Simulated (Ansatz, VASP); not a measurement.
## Al in VASP and in Ansatz

```
CELL_PARAMETERS angstrom
0.00000 2.02086 2.02086
2.02086 0.00000 2.02086
2.02086 2.02086 0.00000
ATOMIC_POSITIONS crystal
Al 0.00000 0.00000 0.00000
```

Alike in both runs: functional PBE; k mesh 32 × 32 × 32; occupations gaussian, width 0.3 eV; no spin polarisation.

Ansatz relaxed the structure, and its values are those at the end. VASP's run is a single point on that final structure, the one shown.

|  | VASP | Ansatz |
| --- | --- | --- |
| version | VASP 6.6.1 | Ansatz 0.2.0 |
| potentials or method | VASP PAW PBE potentials, release 64 (Al) | scalar-relativistic, plane waves, PAW |
| plane-wave cutoff (eV) | 520 | 420 |
| valence electrons in the cell | 3 | 3 |

|  | VASP | Ansatz | Ansatz less VASP |
| --- | --- | --- | --- |
| gap on the k mesh at the Fermi level (eV) | none | none | - |
| pressure (GPa) | -0.1 | 0.0 | +0.04 |

A gap of «none» marks a metal or a gap that the smearing closes. With one functional, cell and mesh, what is left measures potentials, basis and numerics.
